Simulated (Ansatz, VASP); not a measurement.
**One calculation of ZrGa2Se2, two programs**

```xyz
5
Lattice="4.9036 0.0000 0.0000 -2.4518 4.2467 0.0000 0.0000 0.0000 5.5142" Properties=species:S:1:pos:R:3 pbc="T T T"
Zr    0.0000    0.0000    0.0000
Ga    0.0000    2.8311    2.7571
Ga    2.4518    1.4156    2.7571
Se    0.0000    2.8311    0.0000
Se    2.4518    1.4156    0.0000
```

Alike in both runs: functional PBE; k mesh 12 × 12 × 8; occupations gaussian, width 0.1 eV; no spin polarisation.

Ansatz relaxed the structure, and its values are those at the end. VASP's run is a single point on that final structure, the one shown.

|  | VASP | Ansatz |
| --- | --- | --- |
| version | VASP 6.6.1 | Ansatz 0.2.0 |
| potentials or method | VASP PAW PBE potentials, release 64 (Zr_sv, Ga_d, Se), cutoff 520 eV | scalar-relativistic, plane waves, PAW |
| valence electrons in the cell | 50 | 70 |

```csv
,VASP,Ansatz,Ansatz less VASP
gap on the k mesh at the Fermi level (eV),none,none,-
pressure (GPa),0.1,0.0,-0.10
```

A gap of «none» marks a metal or a gap that the smearing closes. VASP's potentials hold 50 valence electrons a cell and Ansatz's 70, so a difference there can come from the potentials and not from the codes.
